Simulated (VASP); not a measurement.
# P (P6/mmm) in VASP: notebook, part 3 of 3

VASP 6.6.1. Earlier steps stand in the parts before.

## 5. Single point, PBE

This run uses another cell than the first one, of 14.35 Å³/atom, 1.190 times its volume.

Contents of INCAR:

```
PREC = Accurate
ENCUT = 520
EDIFF = 1E-6
ISMEAR = -1
SIGMA = 0.05
LREAL = False
LASPH = True
NELM = 60
ALGO = Normal
ISIF = 2
LWAVE = False
LCHARG = False
GGA = PE
NBANDS = 14
```

Contents of KPOINTS:

```
regular mesh
0
Gamma
  9 9 12
```

Contents of POSCAR:

```
P
1.0
    4.3986339056      0.0000000000      0.0000000000
   -2.1993169528      3.8093287042      0.0000000000
    0.0000000000      0.0000000000      2.5687321628
P
3
Direct
    0.0000000000      0.0000000000      0.0000000000
    0.3333333333      0.6666666667      0.5000000000
    0.6666666667      0.3333333333      0.5000000000
```

Potentials or basis: VASP PAW PBE potentials, release 64 (P).

Started as:

```console
$ cat potpaw_PBE.64/P/POTCAR > POTCAR
$ mpirun -np 1 vasp_std > vasp.out
```

OUTCAR:

```text
PREC = Accurate
   ENCUT = 520
   EDIFF = 1E-6
   ISMEAR = -1
   LREAL = False
   LASPH = True
   NELM = 60
   ISIF = 2
   GGA = PE

 ion  position               nearest neighbor table
   1  0.000  0.000  0.000-   2 2.85   3 2.85   2 2.85   3 2.85   3 2.85   3 2.85   2 2.85   2 2.85
                             3 2.85   3 2.85   2 2.85   2 2.85
   2  0.333  0.667  0.500-   3 2.54   3 2.54   3 2.54   1 2.85   1 2.85   1 2.85   1 2.85   1 2.85
                             1 2.85
   3  0.667  0.333  0.500-   2 2.54   2 2.54   2 2.54   1 2.85   1 2.85   1 2.85   1 2.85   1 2.85
                             1 2.85

  LATTYP: Found a hexagonal cell.
 ALAT       =     4.3986339056
 C/A-ratio  =     0.5839840773

  Lattice vectors:

 A1 = (   4.3986339056,   0.0000000000,   0.0000000000)
 A2 = (  -2.1993169528,   3.8093287042,   0.0000000000)
 A3 = (   0.0000000000,   0.0000000000,   2.5687321628)

Analysis of symmetry for initial positions (statically):
=====================================================================
 Subroutine PRICEL returns:
 Original cell was already a primitive cell.

 Routine SETGRP: Setting up the symmetry group for a
 hexagonal supercell.

 Subroutine GETGRP returns: Found 24 space group operations
 (whereof 24 operations were pure point group operations)
 out of a pool of 24 trial point group operations.

The static configuration has the point symmetry D_6h.

Analysis of symmetry for dynamics (positions and initial velocities):
=====================================================================
 Subroutine PRICEL returns:
 Original cell was already a primitive cell.

 Routine SETGRP: Setting up the symmetry group for a
 hexagonal supercell.

 Subroutine GETGRP returns: Found 24 space group operations
 (whereof 24 operations were pure point group operations)
 out of a pool of 24 trial point group operations.

The dynamic configuration has the point symmetry D_6h.

 Subroutine INISYM returns: Found 24 space group operations
 (whereof 24 operations are pure point group operations),
 and found     1 'primitive' translations

----------------------------------------------------------------------------------------

                                     Primitive cell

  volume of cell :      43.0413

  direct lattice vectors                    reciprocal lattice vectors
     4.398633906  0.000000000  0.000000000     0.227343312  0.131256722  0.000000000
    -2.199316953  3.809328704  0.000000000     0.000000000  0.262513445  0.000000000
     0.000000000  0.000000000  2.568732163     0.000000000  0.000000000  0.389297107

  length of vectors
     4.398633906  4.398633906  2.568732163     0.262513445  0.262513445  0.389297107

  position of ions in fractional coordinates (direct lattice)
     0.000000000  0.000000000  0.000000000
     0.333333333  0.666666667  0.500000000
     0.666666667  0.333333333  0.500000000

  ion indices of the primitive-cell ions
   primitive index   ion index
                 1           1
                 2           2
                 3           3

----------------------------------------------------------------------------------------

 KPOINTS: regular mesh

[... 27 lines left out ...]
  0.333333 -0.000000  0.000000      6.000000
  0.444444 -0.000000  0.000000      6.000000
  0.111111  0.111111  0.000000      6.000000
[... 16 lines left out ...]
  0.333333  0.222222  0.083333     24.000000
  0.333333  0.333333  0.083333      4.000000
 [... further k-points ...]
   k-points           NKPTS =     84   k-points in BZ     NKDIM =     84   number of bands    NBANDS=     14
   number of dos      NEDOS =    301   number of ions     NIONS =      3
   total plane-waves  NPLWV =  25920
   dimension x,y,z NGX =    36 NGY =   36 NGZ =   20
   dimension x,y,z NGXF=    72 NGYF=   72 NGZF=   40
   ions per type =               3
   NGX,Y,Z   is equivalent  to a cutoff of  13.61, 13.61, 12.94 a.u.
   NGXF,Y,Z  is equivalent  to a cutoff of  27.21, 27.21, 25.89 a.u.
 SYSTEM =  unknown system
   PREC   = accura    normal or accurate (medium, high low for compatibility)
   ISTART =      0    job   : 0-new  1-cont  2-samecut
   ICHARG =      2    charge: 1-file 2-atom 10-const
   ISPIN  =      1    spin polarized calculation?
   LNONCOLLINEAR =      F non collinear calculations
   LSORBIT =      F    spin-orbit coupling
   LASPH  =      T    aspherical Exc in radial PAW
   ENCUT  =  520.0 eV  38.22 Ry    6.18 a.u.   8.18  8.18  4.78*2*pi/ulx,y,z
   NELM   =     60;   NELMIN=  2; NELMDL= -5     # of ELM steps
   EDIFF  = 0.1E-05   stopping-criterion for ELM
   LREAL  =      F    real-space projection
   EDIFFG = 0.1E-04   stopping-criterion for IOM
   NSW    =      0    number of steps for IOM
   IBRION =     -1    ionic relax: 0-MD 1-quasi-New 2-CG
   NFREE  =      0    steps in history (QN), initial steepest desc. (CG)
   ISIF   =      2    stress and relaxation
   ISYM   =      2    0-nonsym 1-usesym 2-fastsym
   POTIM  = 0.5000    time-step for ionic-motion
   TEBEG  =    0.0;   TEEND  =   0.0 temperature during run
   PSTRESS=    0.0 pullay stress
   NELECT =      15.0000    total number of electrons
   NUPDOWN=      -1.0000    fix difference up-down
   EMIN   =  10.00;   EMAX   =-10.00  energy-range for DOS
   EFERMI =   0.00;   METHOD = LEGACY
   ISMEAR =    -1;   SIGMA  =   0.05  broadening in eV -4-tet -1-fermi 0-gaus
   EFERMI_NEDOS =   21; number of points for ismear=-14 and -15
   IALGO  =     38    algorithm
   IMIX   =      4    mixing-type and parameters
     AMIX     =   0.40;   BMIX     =  1.00
     AMIX_MAG =   1.60;   BMIX_MAG =  1.00
  volume/ion in A,a.u.               =      14.35        96.82
  Fermi-wavevector in a.u.,A,eV,Ry     =   1.152065  2.177087 18.058376  1.327253
  Thomas-Fermi vector in A             =   2.288718
   LORBIT       =      0    0 simple, 1 ext, 2 COOP (PROOUT), +10 PAW based schemes
   GGA     = PE    functional components
   LHFCALC =     F    Hartree Fock is set to
   AEXX    =    0.0000 exact exchange contribution
   IVDW    =     0    specifies the selected vdW correction
   LEPSILON=     F    determine dielectric tensor
   LRPA    =     F    only Hartree local field effects (RPA)
 non-spin polarized calculation
  energy-cutoff  :      520.00
  volume of cell :       43.04
 maximum number of plane-waves:      1176
 NGX is ok and might be reduce to    36
   NGX = 17   NGY = 17   NGZ =  9

 number of electron      14.9999999 magnetization

 Free energy of the ion-electron system (eV)
  ---------------------------------------------------
  ext. energy  EPLUGINS =         0.00000000
  ---------------------------------------------------
  free energy    TOTEN  =       -14.04621823 eV

  energy without entropy =      -14.03381905  energy(sigma->0) =      -14.04001864

 E-fermi :   9.9429     XC(G=0): -11.5257

 val. band max:        9.9360672637   @ k =   0.3333   0.1111   0.0000
 cond. band min:       9.9548049981   @ k =   0.4444  -0.0000   0.0000
 fundamental gap:      0.0187377344
 Fermi energy:         9.9428668059

 k-point     1 :       0.0000    0.0000    0.0000
  band No.  band energies     occupation
      1      -6.5217      2.00000
      2       1.0251      2.00000
      3       1.1257      2.00000
      4       4.0895      2.00000
      5       4.0895      2.00000
      6       4.4164      2.00000
      7       4.4164      2.00000
      8      12.8725      0.00000
      9      16.2781      0.00000
     10      16.6339      0.00000
     11      16.6339      0.00000
     12      17.6668      0.00000
     13      17.7278      0.00000
     14      21.5147      0.00000
[... 377 lines left out ...]
      1      -3.2684      2.00000
      2      -3.2684      2.00000
      3      -3.1299      2.00000
      4       6.0661      2.00000
      5       6.5247      2.00000
      6       6.5247      2.00000
      7      12.6080      0.00000
      8      12.6080      0.00000
      9      13.8075      0.00000
     10      13.9321      0.00000
     11      14.4643      0.00000
     12      14.4643      0.00000
     13      17.8477      0.00000
     14      17.9752      0.00000

 [... further k-points ...]
[... 5 lines left out ...]
  --------------------------------------------------------------------------------------
  -------------------------------------------------------------------------------------
  Total       -0.0531464     -0.0531464     -0.0593305      0.0000000      0.0000000      0.0000000
  in kB       -1.9783341     -1.9783341     -2.2085309      0.0000000      0.0000000      0.0000000
  external PRESSURE =      -2.0550663 kB  Pullay stress =       0.0000000 kB

 VOLUME and BASIS-vectors are now :
 -----------------------------------------------------------------------------
  energy-cutoff  :      520.00
  volume of cell :       43.04
      direct lattice vectors                 reciprocal lattice vectors
     4.398633906  0.000000000  0.000000000     0.227343312  0.131256722  0.000000000
    -2.199316953  3.809328704  0.000000000     0.000000000  0.262513445  0.000000000
     0.000000000  0.000000000  2.568732163     0.000000000  0.000000000  0.389297107

 POSITION                                       TOTAL-FORCE (eV/Angst)
 -----------------------------------------------------------------------------------
      0.00000      0.00000      0.00000        -0.000000     -0.000000      0.000000
     -0.00000      2.53955      1.28437         0.000000     -0.000000      0.000000
      2.19932      1.26978      1.28437        -0.000000      0.000000      0.000000
 -----------------------------------------------------------------------------------
    total drift:                               -0.000000     -0.000000     -0.000000

  FREE ENERGIE OF THE ION-ELECTRON SYSTEM (eV)
  ---------------------------------------------------
  free  energy   TOTEN  =       -14.0462182260 eV

  energy  without entropy=      -14.0338190516  energy(sigma->0) =      -14.04001864
```

stdout:

```text
POSCAR found type information on POSCAR P
 POSCAR found :  1 types and       3 ions
 scaLAPACK will be used
 LDA part: xc-table for (Slater+PW92), standard interpolation
 POSCAR, INCAR and KPOINTS ok, starting setup
 FFT: planning ... GRIDC
 FFT: planning ... GRID_SOFT
 FFT: planning ... GRID
 WAVECAR not read
 entering main loop
```

It took 38 s on 1 thread of AMD EPYC 7R43 (Zen 3), shared host; peak memory 0.14 GiB.

What came out:

| Property | Result |
| --- | --- |
| Free energy | -14.0462 eV |
| Pressure | -0.2 GPa |

Levels at points of the mesh, in eV from the Fermi level:
```tsv
k point	band 4	band 5	band 6	band 7	band 8	band 9	band 10	band 11	band 12	band 13
(0.00, 0.00, 0.00)	-5.85	-5.85	-5.53	-5.53	2.93	6.34	6.69	6.69	7.72	7.78
(0.00, 0.00, 0.50)	-3.58	-3.37	-2.99	-2.86	-2.86	-0.82	-0.82	-0.16	-0.16	2.80
```
